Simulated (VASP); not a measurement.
Wanted: the native input for a VASP 6.6.1 run.

```yaml
Task: single point
Functional: PBE
Potentials_or_basis: VASP PAW PBE potentials, release 64 (Al, O)
Cutoff: 520 eV
k_mesh: 2 × 2 × 2
Occupations: methfessel-paxton, width 0.1 eV
Spin: no spin polarisation
Dipole_correction: no
Further_INCAR_settings: LREAL = Auto; ALGO = Normal; EDIFF = 1e-06; NBANDS = 81
```

The structure of Al36O (a cell with a defect) lies in POSCAR:

```
Al36O
1.0
    0.0000000000      6.0583944000      6.0583944000
    6.0583944000      0.0000000000      6.0583944000
    8.0778592000      8.0778592000      0.0000000000
Al O
36 1
Direct
    0.0001090223      0.0018768174     -0.0022517724
    0.0042512089      0.0015234234      0.2457997163
    0.0065079124     -0.0027486656      0.4979946296
   -0.0049196203      0.0061498142      0.7474288485
    0.0044180022      0.3366755060     -0.0094692168
    0.0082531768      0.3353754916      0.2431045097
    0.0076904039      0.3347866392      0.4977751407
   -0.0140374651      0.3260869745      0.7565165904
    0.0028292975      0.6734112589     -0.0038434688
    0.0054669600      0.6698580073      0.2466053134
    0.0150284868      0.6594767914      0.5012992180
   -0.0152150874      0.6833168537      0.7557148310
    0.3332496808      0.0086755659     -0.0080308406
    0.3372404246      0.0076854521      0.2386665145
    0.3378550264      0.0031896240      0.4938646368
    0.3286449954      0.0102543671      0.7424964773
    0.3364213132      0.3403759914     -0.0111627348
    0.3365593861      0.3404617402      0.2383210022
    0.3613536616      0.3131303238      0.4776936444
    0.3242541456      0.3479295603      0.7361374286
    0.3355444307      0.6734362656     -0.0102885552
    0.3413504245      0.6786713160      0.2297698504
    0.3628302905      0.6926434172      0.4757187399
    0.3303172207      0.6734994011      0.7417950538
    0.6670443905      0.0056784022     -0.0057396395
    0.6680466363      0.0030674794      0.2464089743
    0.6782404262     -0.0037980360      0.4938725597
    0.6576740035      0.0111187050      0.7456836460
    0.6669175417      0.3354349958     -0.0047135632
    0.6772468461      0.3362423054      0.2389747645
    0.6910489353      0.3296759617      0.4894753551
    0.6610830751      0.3393955336      0.7437270013
    0.6668747911      0.6735168150     -0.0061270565
    0.6752049685      0.6695638699      0.2396030869
    0.6797586502      0.6683389579      0.4934069660
    0.6697619422      0.6698925049      0.7422280893
    0.2639465004      0.5037266970      0.5503199412
```

These files were run (other wordings do the same):

INCAR

```
SYSTEM = Al36O
PREC     = Accurate       ! precision mode
ENCUT    = 520            ! plane-wave cutoff, eV
EDIFF    = 1E-6           ! SCF threshold, eV
ISMEAR   = 1              ! smearing method
SIGMA    = 0.1            ! smearing width, eV
LREAL    = Auto         
LASPH    = .TRUE.         ! aspherical terms in the spheres
NELM     = 100            ! most SCF steps
ALGO     = Normal         ! electronic algorithm
ISIF     = 2              ! what is computed and relaxed
LWAVE    = .FALSE.        ! write WAVECAR
LCHARG   = .FALSE.        ! write CHGCAR
GGA      = PE             ! functional
NBANDS   = 81             ! bands
```

KPOINTS

```
Automatic mesh
0
G
  2 2 2
  0 0 0
```

Potentials or basis: VASP PAW PBE potentials, release 64 (Al, O).

Launch:

```console
$ cat potpaw_PBE.64/Al/POTCAR potpaw_PBE.64/O/POTCAR > POTCAR
$ mpirun -np 1 vasp_std > vasp.out
```

It gave:

| Quantity | Value |
| --- | --- |
| Pressure | 1.6 GPa |
| Largest force | 0.026 eV/Å |
| Band gap on the k mesh | zero (bands 57 and 58 overlap by 0.85 eV) |

Caveat: the k points lie up to 0.45 Å⁻¹ apart, too coarse for converged energies and pressures of a metal.

Run time: 27 min on 1 thread of Intel Xeon 8259CL (shared host), peak memory 0.83 GiB.
